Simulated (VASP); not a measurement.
Input of a VASP 6.6.1 run:

File INCAR:

```
PREC = Accurate
ENCUT = 520
EDIFF = 1E-6
ISMEAR = 0
SIGMA = 0.15
LREAL = False
LASPH = True
NELM = 80
ALGO = Fast
ISIF = 2
LWAVE = False
LCHARG = False
GGA = PS
NBANDS = 10
```

Contents of KPOINTS:

```
Automatic mesh
0
Gamma
  20 20 20
```

File POSCAR:

```
Re
1.0
   -0.0493750000      1.9750000000      1.9750000000
    1.9750000000     -0.0493750000      1.9750000000
    1.9256250000      1.9256250000      0.0000000000
Re
1
Direct
    0.0000000000      0.0000000000      0.0000000000
```

Potentials or basis: VASP PAW PBE potentials, release 64 (Re).

Run with:

```sh
$ cat potpaw_PBE.64/Re/POTCAR > POTCAR
$ mpirun -np 1 vasp_std > vasp.out
```

(1) Estimate the pressure.

(2) Estimate the band gap on the k mesh.

Results:

(1) -18.2 GPa.

(2) zero (an odd number of electrons rules out a gap without spin polarisation).

Caveat: the cell differs from its parent crystal (strain -0.0500 x Voigt [0, 0, 0, 0, 0, 1]); the cell stands under tension; the PAW data sets were made with another functional, which shifts forces and pressure a little; spin-orbit coupling is left out, which moves the levels of the heavy elements.
